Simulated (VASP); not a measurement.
Ta, 2 atoms in the cell. It takes space group I4_1/amd (No. 141, tetragonal). Conventional cell: a = 5.103 Å, b = 5.103 Å, c = 2.737 Å, α = 90.00°, β = 90.00°, γ = 90.00°. Within 3.5 Å of Ta (site symmetry -4m2) lie 10 Ta at 2.64 to 3.27 Å. 

| Quantity | Value |
| --- | --- |
| Program | VASP 6.6.1 |
| Task | relaxation of cell and atoms |
| Functional | PBE |
| Potentials or basis | VASP PAW PBE potentials, release 64 (Ta_pv) |
| Cutoff | 600 eV |
| k mesh | 16 × 16 × 16 |
| Occupations | fermi-dirac, width 0.1 eV |
| Spin | no spin polarisation |
| Target pressure | 19 GPa |
| Dipole correction | no |
| Further INCAR settings | ALGO = Normal; EDIFF = 1e-06; IBRION = 2; EDIFFG = -0.005; NSW = 32; ISIF = 3 |

Potentials or basis: VASP PAW PBE potentials, release 64 (Ta_pv).

The run is started by

```sh
$ cat potpaw_PBE.64/Ta_pv/POTCAR > POTCAR
$ mpirun -np 1 vasp_std > vasp.out
```

Hardware: 1 thread of Intel Xeon 6975P-C, with other jobs on the host.

Question: How long does it take, and how much memory?

Answer: Wall time 13 min on 1 thread of Intel Xeon 6975P-C, on a shared host, peak memory 0.34 GiB. Counts: scf iterations 40, k points 349, ion steps 7.
